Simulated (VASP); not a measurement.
A run of VASP 6.6.1 is set up as follows.

File INCAR:

```
PREC = Accurate
ENCUT = 500
EDIFF = 1E-6
ISMEAR = -1
SIGMA = 0.1
LREAL = F
LASPH = T
NELM = 120
ALGO = Normal
ISIF = 2
LWAVE = F
LCHARG = T
GGA = PE
IVDW = 13
LELF = T
LVHAR = T
NBANDS = 19
ISYM = -1
GGA_COMPAT = F
```

The input KPOINTS:

```
explicit points
18
Reciprocal
  0.08333333   0.08333333   0.12500000 1
  0.08333333   0.08333333   0.62500000 1
  0.08333333   0.41666667   0.12500000 1
  0.08333333   0.41666667   0.62500000 1
  0.08333333   0.75000000   0.12500000 1
  0.08333333   0.75000000   0.62500000 1
  0.41666667   0.08333333   0.12500000 1
  0.41666667   0.08333333   0.62500000 1
  0.41666667   0.41666667   0.12500000 1
  0.41666667   0.41666667   0.62500000 1
  0.41666667   0.75000000   0.12500000 1
  0.41666667   0.75000000   0.62500000 1
  0.75000000   0.08333333   0.12500000 1
  0.75000000   0.08333333   0.62500000 1
  0.75000000   0.41666667   0.12500000 1
  0.75000000   0.41666667   0.62500000 1
  0.75000000   0.75000000   0.12500000 1
  0.75000000   0.75000000   0.62500000 1
```

File POSCAR:

```
Zr
1.0
    3.2392314131      0.0000000000      0.0000000000
   -1.6196157065      2.8052566925      0.0000000000
    0.0000000000      0.0000000000      5.1722200000
Zr
2
Direct
    0.3333333333      0.6666666667      0.2500000000
    0.6666666667      0.3333333333      0.7500000000
```

Potentials or basis: VASP PAW PBE potentials, release 64 (Zr_sv).

Command:

```console
$ cat potpaw_PBE.64/Zr_sv/POTCAR > POTCAR
$ mpirun -np 1 vasp_std > vasp.out
```

(1) Estimate the dispersion energy per atom.

(2) Predict the pressure.

(3) Estimate the band gap on the k mesh.

## Answers

(1) -0.203 eV.

(2) -1.1 GPa.

(3) zero (bands 12 and 13 overlap by 0.21 eV).
